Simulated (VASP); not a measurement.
# MoS2 (P-6m2) in VASP: relaxation of cell and atoms with PBE+D3(BJ)

Aim: the relaxation of cell and atoms of MoS2 with PBE+D3(BJ).

Everything below comes from runs of VASP 6.6.1. Logs are shortened: lines on timing, memory, paths and dates and some standing lists are left out, and cuts for length are marked.

### Step 1. The cell of the first run

Symmetry: P-6m2, No. 187, hexagonal system. The conventional cell has a = 3.149 Å, b = 3.149 Å, c = 18.754 Å, α = 90.00°, β = 90.00°, γ = 120.00°. Within 3.2 Å of Mo (site symmetry -6m2) lie 6 S at 2.40 Å and 6 Mo at 3.15 Å. Within 3.2 Å of Mo (site symmetry 3m) lie 6 S at 2.40 Å and 6 Mo at 3.15 Å. Within 3.2 Å of S (site symmetry 3m) lie 3 Mo at 2.40 Å and 7 S at 3.13 to 3.15 Å. Within 3.2 Å of S (site symmetry 3m) lie 3 Mo at 2.40 Å and 7 S at 3.13 to 3.15 Å. Within 3.2 Å of S (site symmetry 3m) lie 3 Mo at 2.40 Å and 7 S at 3.13 to 3.15 Å.

### Step 2. Relaxation of cell and atoms, PBE+D3(BJ)

INCAR

```
ALGO = Normal ; EDIFF = 1E-7
EDIFFG = -0.005 ; ENCUT = 600
GGA = PE ; IBRION = 2
ISIF = 3 ; ISMEAR = 0
IVDW = 12 ; LASPH = True
LCHARG = False ; LREAL = False
LWAVE = False ; NELM = 100
NSW = 100 ; PREC = Accurate
SIGMA = 0.02
```

KPOINTS

```
k-points
0
Gamma
  12 12 2
```

POSCAR

```
MoS2
1.0
    3.1494121171      0.0000000000      0.0000000000
   -1.5747060585      2.7274709004      0.0000000000
    0.0000000000      0.0000000000     18.7539464414
Mo S
3 6
Direct
    0.6666666667      0.3333333333      0.0000000000
    0.3333333333      0.6666666667      0.6773040817
    0.3333333333      0.6666666667      0.3226959183
    0.3333333333      0.6666666667      0.0834878213
    0.6666666667      0.3333333333      0.7608217706
    0.6666666667      0.3333333333      0.4062115672
    0.3333333333      0.6666666667      0.9165121787
    0.6666666667      0.3333333333      0.5937884328
    0.6666666667      0.3333333333      0.2391782294
```

Potentials or basis: VASP PAW PBE potentials, release 64 (Mo_sv, S).

The run is started by

```bash
$ cat potpaw_PBE.64/Mo_sv/POTCAR potpaw_PBE.64/S/POTCAR > POTCAR
$ mpirun -np 1 vasp_std > vasp.out
```

OUTCAR:

```text
EDIFF = 1E-7
   EDIFFG = -0.005
   ENCUT = 600
   GGA = PE
   IBRION = 2
   ISIF = 3
   ISMEAR = 0
   IVDW = 12
   LASPH = True
   LREAL = False
   NELM = 100
   NSW = 100
   PREC = Accurate
 IVDW          = 12

 ion  position               nearest neighbor table
   1  0.667  0.333  0.000-   4 2.40   7 2.40   4 2.40   7 2.40   4 2.40   7 2.40
   2  0.333  0.667  0.677-   8 2.40   8 2.40   8 2.40   5 2.40   5 2.40   5 2.40
   3  0.333  0.667  0.323-   6 2.40   6 2.40   6 2.40   9 2.40   9 2.40   9 2.40
   4  0.333  0.667  0.083-   1 2.40   1 2.40   1 2.40
   5  0.667  0.333  0.761-   2 2.40   2 2.40   2 2.40
   6  0.667  0.333  0.406-   3 2.40   3 2.40   3 2.40
   7  0.333  0.667  0.917-   1 2.40   1 2.40   1 2.40
   8  0.667  0.333  0.594-   2 2.40   2 2.40   2 2.40
   9  0.667  0.333  0.239-   3 2.40   3 2.40   3 2.40

  LATTYP: Found a hexagonal cell.
 ALAT       =     3.1494121171
 C/A-ratio  =     5.9547451220

  Lattice vectors:

 A1 = (   3.1494121171,   0.0000000000,   0.0000000000)
 A2 = (  -1.5747060585,   2.7274709004,   0.0000000000)
 A3 = (   0.0000000000,   0.0000000000,  18.7539464414)

Analysis of symmetry for initial positions (statically):
=====================================================================
 Subroutine PRICEL returns:
 Original cell was already a primitive cell.

 Routine SETGRP: Setting up the symmetry group for a
 hexagonal supercell.

 Subroutine GETGRP returns: Found 12 space group operations
 (whereof 12 operations were pure point group operations)
 out of a pool of 24 trial point group operations.

The static configuration has the point symmetry D_3h.

Analysis of symmetry for dynamics (positions and initial velocities):
=====================================================================
 Subroutine PRICEL returns:
 Original cell was already a primitive cell.

 Routine SETGRP: Setting up the symmetry group for a
 hexagonal supercell.

 Subroutine GETGRP returns: Found 12 space group operations
 (whereof 12 operations were pure point group operations)
 out of a pool of 24 trial point group operations.

The dynamic configuration has the point symmetry D_3h.

 Subroutine INISYM returns: Found 12 space group operations
 (whereof 12 operations are pure point group operations),
 and found     1 'primitive' translations

----------------------------------------------------------------------------------------

                                     Primitive cell

  volume of cell :     161.0951

  direct lattice vectors                    reciprocal lattice vectors
     3.149412117  0.000000000  0.000000000     0.317519576  0.183320013  0.000000000
    -1.574706058  2.727470900  0.000000000     0.000000000  0.366640025  0.000000000
     0.000000000  0.000000000 18.753946441     0.000000000  0.000000000  0.053322110

  length of vectors
     3.149412117  3.149412117 18.753946441     0.366640025  0.366640025  0.053322110

  position of ions in fractional coordinates (direct lattice)
     0.666666667  0.333333333  0.000000000
     0.333333333  0.666666667  0.677304082
     0.333333333  0.666666667  0.322695918
     0.333333333  0.666666667  0.083487821
     0.666666667  0.333333333  0.760821771
     0.666666667  0.333333333  0.406211567
     0.333333333  0.666666667  0.916512179
     0.666666667  0.333333333  0.593788433
     0.666666667  0.333333333  0.239178229

  ion indices of the primitive-cell ions
   primitive index   ion index
                 1           1
                 2           2
                 3           3
                 4           4
                 5           5
                 6           6
                 7           7
                 8           8
                 9           9

----------------------------------------------------------------------------------------

 KPOINTS: k-points

Automatic generation of k-mesh.
 Grid dimensions read from file:
 generate k-points for:   12   12    2

 Generating k-lattice:

  Cartesian coordinates                     Fractional coordinates (reciprocal lattice)
     0.026459965  0.015276668  0.000000000     0.083333333 -0.000000000  0.000000000
     0.000000000  0.030553335  0.000000000     0.000000000  0.083333333  0.000000000
     0.000000000  0.000000000  0.026661055     0.000000000  0.000000000  0.500000000

  Length of vectors
     0.030553335  0.030553335  0.026661055

  Shift w.r.t. Gamma in fractional coordinates (k-lattice)
     0.000000000  0.000000000  0.000000000

 Subroutine IBZKPT returns following result:
 ===========================================

 Found     38 irreducible k-points:

 Following reciprocal coordinates:
            Coordinates               Weight
  0.000000  0.000000  0.000000      1.000000
  0.083333 -0.000000  0.000000      6.000000
  0.166667 -0.000000  0.000000      6.000000
  0.250000 -0.000000  0.000000      6.000000
  0.333333  0.000000  0.000000      6.000000
  0.416667 -0.000000  0.000000      6.000000
[... 16 lines left out ...]
  0.250000 -0.000000  0.500000      6.000000
  0.333333  0.000000  0.500000      6.000000
 [... further k-points ...]
   k-points           NKPTS =     38   k-points in BZ     NKDIM =     38   number of bands    NBANDS=     46
   number of dos      NEDOS =    301   number of ions     NIONS =      9
   total plane-waves  NPLWV = 117600
   dimension x,y,z NGX =    28 NGY =   28 NGZ =  150
   dimension x,y,z NGXF=    56 NGYF=   56 NGZF=  300
   ions per type =               3   6
   NGX,Y,Z   is equivalent  to a cutoff of  14.78, 14.78, 13.30 a.u.
   NGXF,Y,Z  is equivalent  to a cutoff of  29.56, 29.56, 26.59 a.u.
 SYSTEM =  unknown system
   PREC   = accura    normal or accurate (medium, high low for compatibility)
   ISTART =      0    job   : 0-new  1-cont  2-samecut
   ICHARG =      2    charge: 1-file 2-atom 10-const
   ISPIN  =      1    spin polarized calculation?
   LNONCOLLINEAR =      F non collinear calculations
   LSORBIT =      F    spin-orbit coupling
   LASPH  =      T    aspherical Exc in radial PAW
   ENCUT  =  600.0 eV  44.10 Ry    6.64 a.u.   6.29  6.29 37.46*2*pi/ulx,y,z
   NELM   =    100;   NELMIN=  2; NELMDL= -5     # of ELM steps
   EDIFF  = 0.1E-06   stopping-criterion for ELM
   LREAL  =      F    real-space projection
   EDIFFG = -.5E-02   stopping-criterion for IOM
   NSW    =    100    number of steps for IOM
   IBRION =      2    ionic relax: 0-MD 1-quasi-New 2-CG
   NFREE  =      1    steps in history (QN), initial steepest desc. (CG)
   ISIF   =      3    stress and relaxation
   ISYM   =      2    0-nonsym 1-usesym 2-fastsym
   POTIM  = 0.5000    time-step for ionic-motion
   TEBEG  =    0.0;   TEEND  =   0.0 temperature during run
   PSTRESS=    0.0 pullay stress
   NELECT =      78.0000    total number of electrons
   NUPDOWN=      -1.0000    fix difference up-down
   EMIN   =  10.00;   EMAX   =-10.00  energy-range for DOS
   EFERMI =   0.00;   METHOD = LEGACY
   ISMEAR =     0;   SIGMA  =   0.02  broadening in eV -4-tet -1-fermi 0-gaus
   EFERMI_NEDOS =   21; number of points for ismear=-14 and -15
   IALGO  =     38    algorithm
   IMIX   =      4    mixing-type and parameters
     AMIX     =   0.40;   BMIX     =  1.00
     AMIX_MAG =   1.60;   BMIX_MAG =  1.00
  volume/ion in A,a.u.               =      17.90       120.79
  Fermi-wavevector in a.u.,A,eV,Ry     =   1.285520  2.429281 22.484477  1.652562
  Thomas-Fermi vector in A             =   2.417650
   LORBIT       =      0    0 simple, 1 ext, 2 COOP (PROOUT), +10 PAW based schemes
   GGA     = PE    functional components
   LHFCALC =     F    Hartree Fock is set to
   AEXX    =    0.0000 exact exchange contribution
   IVDW    =    12    specifies the selected vdW correction
   LEPSILON=     F    determine dielectric tensor
   LRPA    =     F    only Hartree local field effects (RPA)
 conjugate gradient relaxation of ions
 non-spin polarized calculation
 Gauss-broadening in eV      SIGMA  =   0.02
  energy-cutoff  :      600.00
  volume of cell :      161.10
 maximum number of plane-waves:      5400
 NGX is ok and might be reduce to    28
   NGX = 13   NGY = 13   NGZ = 75

--------------------------------------- Ionic step        1  -------------------------------------------

 number of electron      78.0000000 magnetization

 Free energy of the ion-electron system (eV)
  ---------------------------------------------------
  ext. energy  EPLUGINS =         0.00000000
  ---------------------------------------------------
  free energy    TOTEN  =       -65.34927970 eV

  energy without entropy =      -65.34927970  energy(sigma->0) =      -65.34927970

------------------------ aborting loop because EDIFF is reached ----------------------------------------

 Edisp (eV)   -3.81357

 E8    (eV) :    -1.5387

  FORCE on cell =-STRESS in cart. coord.  units (eV):
  Direction    XX          YY          ZZ          XY          YZ          ZX
  --------------------------------------------------------------------------------------
  -------------------------------------------------------------------------------------
  Total      -0.11569    -0.11569    -0.20785    -0.00000     0.00000    -0.00000
  in kB      -1.15062    -1.15062    -2.06721    -0.00000     0.00000    -0.00000
  external pressure =       -1.46 kB  Pullay stress =        0.00 kB
[... 118 lines left out ...]
  FREE ENERGIE OF THE ION-ELECTRON SYSTEM (eV)
  ---------------------------------------------------
  free  energy   TOTEN  =       -69.1629180221 eV

  energy  without entropy=      -69.1629180221  energy(sigma->0) =      -69.16291802

[... ionic steps 4 to 10 ...]

--------------------------------------- Ionic step       11  -------------------------------------------

 number of electron      78.0000001 magnetization

------------------------ aborting loop because EDIFF is reached ----------------------------------------

 Edisp (eV)   -3.82379

 E8    (eV) :    -1.5428
[... 83 lines left out ...]
  energy  without entropy=      -69.1630109145  energy(sigma->0) =      -69.16301091

--------------------------------------- Ionic step       13  -------------------------------------------

 number of electron      78.0000001 magnetization

 Free energy of the ion-electron system (eV)
  ---------------------------------------------------
  ext. energy  EPLUGINS =         0.00000000
  ---------------------------------------------------
  free energy    TOTEN  =       -65.33968863 eV

  energy without entropy =      -65.33968863  energy(sigma->0) =      -65.33968863

 E-fermi :   7.6747     XC(G=0): -10.7714

 val. band max:        7.4953433831   @ k =   0.0000   0.0000   0.5000
 cond. band min:       8.3896367644   @ k =   0.1667   0.1667   0.0000
 fundamental gap:      0.8942933813
 Fermi energy:         7.6747467671

 k-point     1 :       0.0000    0.0000    0.0000
  band No.  band energies     occupation
      1     -53.9884      2.00000
      2     -53.9880      2.00000
      3     -53.9880      2.00000
      4     -28.1545      2.00000
      5     -28.1545      2.00000
      6     -28.1533      2.00000
[... 1165 lines left out ...]
     45       9.6306      0.00000
     46      10.0179      0.00000

 [... further k-points ...]

------------------------ aborting loop because EDIFF is reached ----------------------------------------

 Edisp (eV)   -3.82332

 E8    (eV) :    -1.5426

  FORCE on cell =-STRESS in cart. coord.  units (eV):
  Direction    XX          YY          ZZ          XY          YZ          ZX
  --------------------------------------------------------------------------------------
  -------------------------------------------------------------------------------------
  Total       0.01245     0.01245     0.00199     0.00000    -0.00000    -0.00000
  in kB       0.12418     0.12418     0.01980     0.00000    -0.00000    -0.00000
  external pressure =        0.09 kB  Pullay stress =        0.00 kB
[... 24 lines left out ...]
  FREE ENERGIE OF THE ION-ELECTRON SYSTEM (eV)
  ---------------------------------------------------
  free  energy   TOTEN  =       -69.1630118845 eV

  energy  without entropy=      -69.1630118845  energy(sigma->0) =      -69.16301188

 reached required accuracy - stopping structural energy minimisation
```

Wall time 70 min (1 thread of Intel Xeon Platinum 8259CL at 2.50GHz (Skylake/Cascade Lake), shared host); peak memory 0.54 GiB.

What came out:

* Free energy: -69.1630 eV
* Relaxed volume: 17.85 Å³/atom
* Relaxed cell: a = 3.149 Å, b = 3.149 Å, c = 18.717 Å, α = 90.00°, β = 90.00°, γ = 120.00°
* Space group after relaxing (to 0.05 Å): P-6m2 (No. 187)
* Energy gained by relaxing: 0.0 meV/atom
* Ionic steps: 13
* Pressure after relaxing: 0.0 GPa
* Largest force after relaxing: 0.004 eV/Å
* Band gap on the k mesh: 0.89 eV, indirect (least direct gap 1.72 eV)
* Dispersion energy per atom: -0.425 eV

Forces in eV/Å, atoms in the order of the input:
```
Mo   0.000  0.000  0.000
Mo   0.000  0.000 -0.004
Mo   0.000  0.000  0.004
S    0.000  0.000 -0.001
S    0.000  0.000  0.001
S    0.000  0.000  0.000
S    0.000  0.000  0.001
S    0.000  0.000  0.000
S    0.000  0.000 -0.001
```

Step by step:
```csv
step,energy change (eV),largest force (eV/Å),pressure (GPa),volume (Å³)
1,0.0000,0.0108,-0.15,161.10
2,0.0002,0.0452,0.26,160.72
3,-0.0001,0.0093,0.00,160.96
4,-0.0001,0.0086,0.00,160.97
5,-0.0001,0.0061,-0.03,160.98
6,-0.0001,0.0082,-0.01,160.97
7,-0.0001,0.0073,-0.01,160.94
8,-0.0001,0.0057,0.00,160.84
9,-0.0002,0.0077,0.00,160.65
10,-0.0002,0.0057,0.00,160.70
11,-0.0002,0.0138,0.02,160.67
12,-0.0002,0.0075,0.01,160.68
13,-0.0002,0.0035,0.01,160.69
```

Final structure:
```
Mo S
1.0
     3.14853    0.00000    0.00000
    -1.57426    2.72670    0.00000
     0.00000    0.00000   18.71691
Mo S
3 6
Direct
  0.66667 0.33333 0.00000
  0.33333 0.66667 0.67729
  0.33333 0.66667 0.32271
  0.33333 0.66667 0.08363
  0.66667 0.33333 0.76094
  0.66667 0.33333 0.40636
  0.33333 0.66667 0.91637
  0.66667 0.33333 0.59364
  0.66667 0.33333 0.23906
```

A k mesh can miss the band edges.
